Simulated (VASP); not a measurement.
# BeS (F-43m) in VASP: settings compared

BeS is run at these levels: r2SCAN, HSE06, PBE0; tasks: relaxation of cell and atoms, single point.

Program: VASP 6.6.1. These are calculated values, not measurements. Logs are shortened: lines on timing, memory, paths and dates and some standing lists are left out, and cuts for length are marked.

## (1) The cell of the first run

It takes space group F-43m (No. 216, cubic). The conventional cell has a = 4.876 Å, b = 4.876 Å, c = 4.876 Å, α = 90.00°, β = 90.00°, γ = 90.00°. Within 2.8 Å of Be (site symmetry -43m) lie 4 S at 2.11 Å. S (site symmetry -43m) has 4 Be at 2.11 Å within 2.8 Å.

## (2) Relaxation of cell and atoms, r2SCAN

File POSCAR:

```
BeS
1.0
    0.0000000000      2.4380594454      2.4380594454
    2.4380594454      0.0000000000      2.4380594454
    2.4380594454      2.4380594454      0.0000000000
Be S
1 1
Direct
    0.0000000000      0.0000000000      0.0000000000
    0.7500000000      0.7500000000      0.7500000000
```

File INCAR.step1:

```
ALGO = Normal
EDIFF = 1E-4
ENCUT = 600
GGA = PE
ISMEAR = -1
LASPH = T
LCHARG = F
LREAL = F
LWAVE = T
NELM = 80
PREC = Accurate
SIGMA = 0.02
```

File INCAR.step2:

```
ALGO = Normal
EDIFF = 1E-7
EDIFFG = -0.005
ENCUT = 600
IBRION = 2
ISIF = 3
ISMEAR = -1
ISTART = 1
LASPH = T
LCHARG = F
LMIXTAU = T
LREAL = F
LWAVE = F
METAGGA = R2SCAN
NELM = 80
NSW = 80
PREC = Accurate
SIGMA = 0.02
```

File KPOINTS:

```
k-points
0
Gamma
  8 8 8
```

Potentials or basis: VASP PAW PBE potentials, release 64 (Be, S).

On the command line:

```
$ cat potpaw_PBE.64/Be/POTCAR potpaw_PBE.64/S/POTCAR > POTCAR
$ cp INCAR.step1 INCAR
$ mpirun -np 1 vasp_std > vasp.out
$ cp INCAR.step2 INCAR
$ mpirun -np 1 vasp_std > vasp.out
```

OUTCAR:

```text
EDIFF = 1E-7
   EDIFFG = -0.005
   ENCUT = 600
   IBRION = 2
   ISIF = 3
   ISMEAR = -1
   ISTART = 1
   LASPH = T
   LREAL = F
   METAGGA = R2SCAN
   NELM = 80
   NSW = 80
   PREC = Accurate

 ion  position               nearest neighbor table
   1  0.000  0.000  0.000-   2 2.11   2 2.11   2 2.11   2 2.11
   2  0.750  0.750  0.750-   1 2.11   1 2.11   1 2.11   1 2.11

  LATTYP: Found a face centered cubic cell.
 ALAT       =     4.8761188908

  Lattice vectors:

 A1 = (   0.0000000000,   2.4380594454,   2.4380594454)
 A2 = (   2.4380594454,   0.0000000000,   2.4380594454)
 A3 = (   2.4380594454,   2.4380594454,   0.0000000000)

Analysis of symmetry for initial positions (statically):
=====================================================================
 Subroutine PRICEL returns:
 Original cell was already a primitive cell.

 Routine SETGRP: Setting up the symmetry group for a
 face centered cubic supercell.

 Subroutine GETGRP returns: Found 24 space group operations
 (whereof 24 operations were pure point group operations)
 out of a pool of 48 trial point group operations.

The static configuration has the point symmetry T_d .

Analysis of symmetry for dynamics (positions and initial velocities):
=====================================================================
 Subroutine PRICEL returns:
 Original cell was already a primitive cell.

 Routine SETGRP: Setting up the symmetry group for a
 face centered cubic supercell.

 Subroutine GETGRP returns: Found 24 space group operations
 (whereof 24 operations were pure point group operations)
 out of a pool of 48 trial point group operations.

The dynamic configuration has the point symmetry T_d .

 Subroutine INISYM returns: Found 24 space group operations
 (whereof 24 operations are pure point group operations),
 and found     1 'primitive' translations

----------------------------------------------------------------------------------------

                                     Primitive cell

  volume of cell :      28.9843

  direct lattice vectors                    reciprocal lattice vectors
     0.000000000  2.438059445  2.438059445    -0.205081136  0.205081136  0.205081136
     2.438059445  0.000000000  2.438059445     0.205081136 -0.205081136  0.205081136
     2.438059445  2.438059445  0.000000000     0.205081136  0.205081136 -0.205081136

  length of vectors
     3.447936734  3.447936734  3.447936734     0.355210947  0.355210947  0.355210947

  position of ions in fractional coordinates (direct lattice)
     0.000000000  0.000000000  0.000000000
     0.750000000  0.750000000  0.750000000

  ion indices of the primitive-cell ions
   primitive index   ion index
                 1           1
                 2           2

----------------------------------------------------------------------------------------

 KPOINTS: k-points

Automatic generation of k-mesh.
 Grid dimensions read from file:
 generate k-points for:    8    8    8

 Generating k-lattice:

  Cartesian coordinates                     Fractional coordinates (reciprocal lattice)
    -0.025635142  0.025635142  0.025635142     0.125000000  0.000000000  0.000000000
     0.025635142 -0.025635142  0.025635142     0.000000000  0.125000000  0.000000000
     0.025635142  0.025635142 -0.025635142     0.000000000  0.000000000  0.125000000

  Length of vectors
     0.044401368  0.044401368  0.044401368

  Shift w.r.t. Gamma in fractional coordinates (k-lattice)
     0.000000000  0.000000000  0.000000000

 Subroutine IBZKPT returns following result:
 ===========================================
[... 52 lines left out ...]
   IBRION =      2    ionic relax: 0-MD 1-quasi-New 2-CG
   NFREE  =      1    steps in history (QN), initial steepest desc. (CG)
   ISIF   =      3    stress and relaxation
   ISYM   =      2    0-nonsym 1-usesym 2-fastsym
   POTIM  = 0.5000    time-step for ionic-motion
   TEBEG  =    0.0;   TEEND  =   0.0 temperature during run
   PSTRESS=    0.0 pullay stress
   NELECT =       8.0000    total number of electrons
   NUPDOWN=      -1.0000    fix difference up-down
   EMIN   =  10.00;   EMAX   =-10.00  energy-range for DOS
   EFERMI =   0.00;   METHOD = LEGACY
   ISMEAR =    -1;   SIGMA  =   0.02  broadening in eV -4-tet -1-fermi 0-gaus
   EFERMI_NEDOS =   21; number of points for ismear=-14 and -15
   IALGO  =     38    algorithm
   IMIX   =      4    mixing-type and parameters
     AMIX     =   0.40;   BMIX     =  1.00
     AMIX_MAG =   1.60;   BMIX_MAG =  1.00
  volume/ion in A,a.u.               =      14.49        97.80
  Fermi-wavevector in a.u.,A,eV,Ry     =   1.065902  2.014262 15.458214  1.136147
  Thomas-Fermi vector in A             =   2.201469
   LORBIT       =      0    0 simple, 1 ext, 2 COOP (PROOUT), +10 PAW based schemes
   METAGGA = R2SCAN    functional components
   LHFCALC =     F    Hartree Fock is set to
   AEXX    =    0.0000 exact exchange contribution
   IVDW    =     0    specifies the selected vdW correction
   LEPSILON=     F    determine dielectric tensor
   LRPA    =     F    only Hartree local field effects (RPA)
 conjugate gradient relaxation of ions
 non-spin polarized calculation
  energy-cutoff  :      600.00
  volume of cell :       28.98
 maximum number of plane-waves:       982
   NGX = 13   NGY = 13   NGZ = 13

--------------------------------------- Ionic step        1  -------------------------------------------

 number of electron       7.9999999 magnetization

 Free energy of the ion-electron system (eV)
  ---------------------------------------------------
  ext. energy  EPLUGINS =         0.00000000
  ---------------------------------------------------
  free energy    TOTEN  =       -14.78694396 eV

  energy without entropy =      -14.78694396  energy(sigma->0) =      -14.78694396

------------------------ aborting loop because EDIFF is reached ----------------------------------------

  FORCE on cell =-STRESS in cart. coord.  units (eV):
  Direction    XX          YY          ZZ          XY          YZ          ZX
  --------------------------------------------------------------------------------------
  -------------------------------------------------------------------------------------
  Total       -0.0275289     -0.0275289     -0.0275289      0.0000000     -0.0000000      0.0000000
  in kB       -1.5217290     -1.5217290     -1.5217290      0.0000000     -0.0000000      0.0000000
  external PRESSURE =      -1.5217290 kB  Pullay stress =       0.0000000 kB

 VOLUME and BASIS-vectors are now :
 -----------------------------------------------------------------------------
  energy-cutoff  :      600.00
  volume of cell :       28.98
      direct lattice vectors                 reciprocal lattice vectors
     0.000000000  2.438059445  2.438059445    -0.205081136  0.205081136  0.205081136
     2.438059445  0.000000000  2.438059445     0.205081136 -0.205081136  0.205081136
     2.438059445  2.438059445  0.000000000     0.205081136  0.205081136 -0.205081136

 POSITION                                       TOTAL-FORCE (eV/Angst)
 -----------------------------------------------------------------------------------
      0.00000      0.00000      0.00000         0.000000      0.000000      0.000000
      3.65709      3.65709      3.65709        -0.000000     -0.000000     -0.000000
 -----------------------------------------------------------------------------------
    total drift:                               -0.000000     -0.000000     -0.000000

  FREE ENERGIE OF THE ION-ELECTRON SYSTEM (eV)
  ---------------------------------------------------
  free  energy   TOTEN  =       -14.7869439603 eV

  energy  without entropy=      -14.7869439603  energy(sigma->0) =      -14.78694396

--------------------------------------- Ionic step        2  -------------------------------------------

 number of electron       7.9999999 magnetization

 Free energy of the ion-electron system (eV)
  ---------------------------------------------------
  ext. energy  EPLUGINS =         0.00000000
  ---------------------------------------------------
  free energy    TOTEN  =       -14.78696617 eV

  energy without entropy =      -14.78696617  energy(sigma->0) =      -14.78696617

 E-fermi :   4.2135     XC(G=0): -10.1221

 val. band max:        3.8213610544   @ k =   0.0000   0.0000   0.0000
 cond. band min:       7.4256377679   @ k =   0.5000   0.5000   0.0000
 fundamental gap:      3.6042767136
 Fermi energy:         4.2135020846

 k-point     1 :       0.0000    0.0000    0.0000
  band No.  band energies     occupation
      1     -10.3775      2.00000
      2       3.8214      2.00000
      3       3.8214      2.00000
      4       3.8214      2.00000
      5      10.0867      0.00000
      6      10.0867      0.00000
      7      10.0867      0.00000
      8      10.3825      0.00000
[... 243 lines left out ...]
 k-point    24 :      -0.3750    0.2500    0.1250
  band No.  band energies     occupation
      1      -8.4580      2.00000
      2      -1.5001      2.00000
      3       1.0197      2.00000
      4       1.9819      2.00000
      5      10.4657      0.00000
      6      11.0029      0.00000
      7      13.6355      0.00000
      8      15.0113      0.00000

 [... further k-points ...]

------------------------ aborting loop because EDIFF is reached ----------------------------------------

  FORCE on cell =-STRESS in cart. coord.  units (eV):
  Direction    XX          YY          ZZ          XY          YZ          ZX
  --------------------------------------------------------------------------------------
  -------------------------------------------------------------------------------------
  Total        0.0075592      0.0075592      0.0075592      0.0000000      0.0000000      0.0000000
  in kB        0.4186874      0.4186874      0.4186874      0.0000000      0.0000000      0.0000000
  external PRESSURE =       0.4186874 kB  Pullay stress =       0.0000000 kB

 VOLUME and BASIS-vectors are now :
 -----------------------------------------------------------------------------
  energy-cutoff  :      600.00
  volume of cell :       28.93
      direct lattice vectors                 reciprocal lattice vectors
     0.000000000  2.436440489  2.436440489    -0.205217407  0.205217407  0.205217407
     2.436440489 -0.000000000  2.436440489     0.205217407 -0.205217407  0.205217407
     2.436440489  2.436440489 -0.000000000     0.205217407  0.205217407 -0.205217407

 POSITION                                       TOTAL-FORCE (eV/Angst)
 -----------------------------------------------------------------------------------
      0.00000      0.00000      0.00000         0.000000      0.000000      0.000000
      3.65466      3.65466      3.65466        -0.000000     -0.000000     -0.000000
 -----------------------------------------------------------------------------------
    total drift:                               -0.000000     -0.000000     -0.000000

  FREE ENERGIE OF THE ION-ELECTRON SYSTEM (eV)
  ---------------------------------------------------
  free  energy   TOTEN  =       -14.7869661672 eV

  energy  without entropy=      -14.7869661672  energy(sigma->0) =      -14.78696617

 reached required accuracy - stopping structural energy minimisation
```

It took 2.6 min on 1 thread of Intel Xeon 8259CL, shared host; peak memory 0.16 GiB.

What came out:

```yaml
Free_energy: -14.7870 eV
Relaxed_volume: 14.46 Å³/atom
Relaxed_cell: a = 3.446 Å, b = 3.446 Å, c = 3.446 Å, α = 60.00°, β = 60.00°, γ = 60.00°
Space_group_after_relaxing_to_0.1_Å: F-43m (No. 216)
Energy_gained_by_relaxing: 0.0 meV/atom
Ionic_steps: 2
Pressure_after_relaxing: 0.0 GPa
Band_gap_on_the_k_mesh: 3.60 eV (least direct gap 6.27 eV)
```

Final structure:
```
Be S
1.0
     0.00000    2.43644    2.43644
     2.43644    0.00000    2.43644
     2.43644    2.43644    0.00000
Be S
1 1
Direct
  0.00000 0.00000 0.00000
  0.75000 0.75000 0.75000
```

Levels at points of the mesh, in eV from the valence-band top:
```
           k point  band 2  band 3  band 4  band 5  band 6  band 7
(0.00, 0.00, 0.00)    0.00    0.00    0.00    6.27    6.27    6.27
(0.50, 0.00, 0.00)   -5.87   -1.04   -1.04    6.05    7.15    7.15
(0.50, 0.50, 0.00)   -5.11   -2.66   -2.66    3.60    5.40   13.75
```

Caveat: the PAW data sets were made with another functional, which shifts forces and pressure a little. A k mesh can miss the band edges.

## (3) Single point, HSE06

This run uses another cell than the first one, of 14.29 Å³/atom.

File POSCAR:

```
BeS
1.0
    0.0000000000      2.4266446777      2.4266446777
    2.4266446777      0.0000000000      2.4266446777
    2.4266446777      2.4266446777      0.0000000000
Be S
1 1
Direct
    0.0000000000      0.0000000000      0.0000000000
    0.7500000000      0.7500000000      0.7500000000
```

File INCAR.step1:

```
PREC = Accurate
ENCUT = 520
EDIFF = 1E-5
ISMEAR = -1
SIGMA = 0.02
LREAL = False
LASPH = True
NELM = 60
ALGO = Normal
ISIF = 2
LWAVE = True
NBANDS = 11
GGA = PE
```

File INCAR.step2:

```
PREC = Accurate
ENCUT = 520
EDIFF = 1E-7
ISMEAR = -1
SIGMA = 0.02
LREAL = False
LASPH = True
NELM = 60
ALGO = Normal
ISIF = 2
LWAVE = False
LCHARG = True
GGA = PE
LHFCALC = True
HFSCREEN = 0.2079
PRECFOCK = Normal
LELF = True
LVHAR = True
NBANDS = 11
ISTART = 1
```

File KPOINTS:

```
regular mesh
0
Gamma
  6 6 6
```

Potentials or basis: VASP PAW PBE potentials, release 64 (Be, S).

On the command line:

```
$ cat potpaw_PBE.64/Be/POTCAR potpaw_PBE.64/S/POTCAR > POTCAR
$ cp INCAR.step1 INCAR
$ mpirun -np 1 vasp_std > vasp.out
$ cp INCAR.step2 INCAR
$ mpirun -np 1 vasp_std > vasp.out
```

It took 18 min on 1 thread of Intel Xeon 8259CL, shared host; peak memory 0.26 GiB.

The run converged. Its results:

| Property | Result |
| --- | --- |
| Free energy | -11.3884 eV |
| Pressure | -0.1 GPa |
| Band gap on the k mesh | 4.05 eV (least direct gap 6.87 eV) |

Levels at points of the mesh, in eV from the valence-band top:
| k point | band 2 | band 3 | band 4 | band 5 | band 6 | band 7 |
| --- | --- | --- | --- | --- | --- | --- |
| (0.00, 0.00, 0.00) | 0.00 | 0.00 | 0.00 | 6.87 | 6.87 | 6.87 |
| (0.50, 0.00, 0.00) | -6.34 | -1.12 | -1.12 | 6.60 | 7.77 | 7.77 |
| (0.50, 0.50, 0.00) | -5.53 | -2.87 | -2.87 | 4.05 | 5.96 | 14.50 |

Caveat: the PAW data sets were made with another functional, which shifts forces and pressure a little. A k mesh can miss the band edges.

## (4) Single point, HSE06

This run uses another cell than the first one, of 14.43 Å³/atom.

File POSCAR:

```
BeS
1.0
    0.0000000000      2.4343058979      2.4343058979
    2.4343058979      0.0000000000      2.4343058979
    2.4343058979      2.4343058979      0.0000000000
Be S
1 1
Direct
    0.0000000000      0.0000000000      0.0000000000
    0.7500000000      0.7500000000      0.7500000000
```

File INCAR.step1:

```
SYSTEM = BeS
ALGO = Normal
EDIFF = 1E-5
ENCUT = 520
GGA = PE
ISIF = 2
ISMEAR = 0
LASPH = .TRUE.
LREAL = .FALSE.
LWAVE = .TRUE.
NBANDS = 11
NELM = 80
PREC = Accurate
SIGMA = 0.01
```

File INCAR.step2:

```
SYSTEM = BeS
ALGO = Normal
EDIFF = 1E-6
ENCUT = 520
GGA = PE
HFSCREEN = 0.2079
ISIF = 2
ISMEAR = 0
ISTART = 1
LASPH = .TRUE.
LCHARG = .TRUE.
LELF = .TRUE.
LHFCALC = .TRUE.
LREAL = .FALSE.
LVHAR = .TRUE.
LWAVE = .FALSE.
NBANDS = 11
NELM = 80
PREC = Accurate
PRECFOCK = Normal
SIGMA = 0.01
```

File KPOINTS:

```
k-points
0
G
  6 6 6
  0 0 0
```

On the command line:

```
$ cat potpaw_PBE.64/Be/POTCAR potpaw_PBE.64/S/POTCAR > POTCAR
$ cp INCAR.step1 INCAR
$ mpirun -np 1 vasp_std > vasp.out
$ cp INCAR.step2 INCAR
$ mpirun -np 1 vasp_std > vasp.out
```

It took 16 min on 1 thread of Intel Xeon 8259CL, shared host; peak memory 0.26 GiB.

It converged, with:

```
Free energy            : -11.3875 eV
Pressure               : -1.1 GPa
Band gap on the k mesh : 4.08 eV (least direct gap 6.87 eV)
```

Levels at points of the mesh, in eV from the valence-band top:
| k point | band 1 | band 2 | band 3 | band 4 | band 5 | band 6 | band 7 | band 8 | band 9 |
| --- | --- | --- | --- | --- | --- | --- | --- | --- | --- |
| (0.00, 0.00, 0.00) | -15.00 | 0.00 | 0.00 | 0.00 | 6.87 | 6.87 | 6.87 | 6.96 | 14.25 |
| (0.50, 0.00, 0.00) | -13.26 | -6.28 | -1.11 | -1.11 | 6.56 | 7.77 | 7.77 | 12.50 | 16.53 |
| (0.50, 0.50, 0.00) | -12.67 | -5.48 | -2.84 | -2.84 | 4.08 | 5.97 | 14.42 | 14.42 | 17.09 |

Caveat: the PAW data sets were made with another functional, which shifts forces and pressure a little. A k mesh can miss the band edges.

(Part 1 of 2 ends here.)
